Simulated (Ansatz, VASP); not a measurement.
**One calculation of Ga2P, two programs**

```xyz
3
Lattice="3.7586 0.0000 0.0000 0.0000 3.7586 0.0000 0.0000 0.0000 3.8006" Properties=species:S:1:pos:R:3 pbc="T T T"
Ga    1.8793    0.0000    2.8175
Ga    0.0000    1.8793    0.9831
P     0.0000    0.0000    0.0000
```

Change from the starting cell: species swapped into the Ta2H type (P-4m2, No. 115).

Alike in both runs: task single point; functional PBE; k mesh 4 × 4 × 4; occupations gaussian, width 0.1 eV; no spin polarisation.

|  | VASP | Ansatz |
| --- | --- | --- |
| version | VASP 6.6.1 | Ansatz 0.2.0 |
| potentials or method | VASP PAW PBE potentials, release 64 (Ga_d, P), cutoff 520 eV | scalar-relativistic, plane waves, PAW |
| valence electrons in the cell | 31 | 31 |

```tsv
	VASP	Ansatz	Ansatz less VASP
gap on the k mesh at the Fermi level (eV)	none	none	-
pressure (GPa)	24.1	24.4	+0.32
traceless stress, the component that is largest in VASP (GPa)	-2.77	-2.78	-0.008
rms of the force components (eV/Å)	1.810	1.821	+0.0104
```

Atom by atom the forces differ by 0.010 eV/Å (rms over components). A gap of «none» marks a metal or a gap that the smearing closes. The functional is the same, so the differences come from potentials, cutoffs and numerics.

The k mesh is coarse, so the values compare programs but aren't converged.
